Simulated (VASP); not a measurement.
PbS:

```
Pb S
1.0
     0.00000    2.92666    2.92666
     2.92666    0.00000    2.92666
     2.92666    2.92666    0.00000
Pb S
1 1
Cartesian
  0.0000 0.0000 0.0000
  2.9267 2.9267 2.9267
```

Base run:

| Quantity | Value |
| --- | --- |
| Program | VASP 6.6.1 |
| Functional | r2SCAN |
| Potentials or basis | VASP PAW PBE potentials, release 64 (Pb_d, S) |
| Cutoff | 550 eV |
| k mesh | 8 × 8 × 8 |
| Occupations | gaussian, width 0.02 eV |
| Spin | no spin polarisation |

Its results: band gap on the k mesh 0.46 eV; pressure 4.0 GPa.

Q: The run is repeated on the same cell with these changes: dispersion from none to D4. What comes out?

A: Band gap on the k mesh 0.46 eV; pressure 3.3 GPa.

Dispersion adds attraction, which lowers the pressure at fixed volume and, as a term added to the energy, leaves the levels alone.

Caveats: the cell stands under pressure; the PAW data sets were made with another functional, which shifts forces and pressure a little; spin-orbit coupling is left out, which moves the levels of the heavy elements.

A k mesh can miss the band edges.
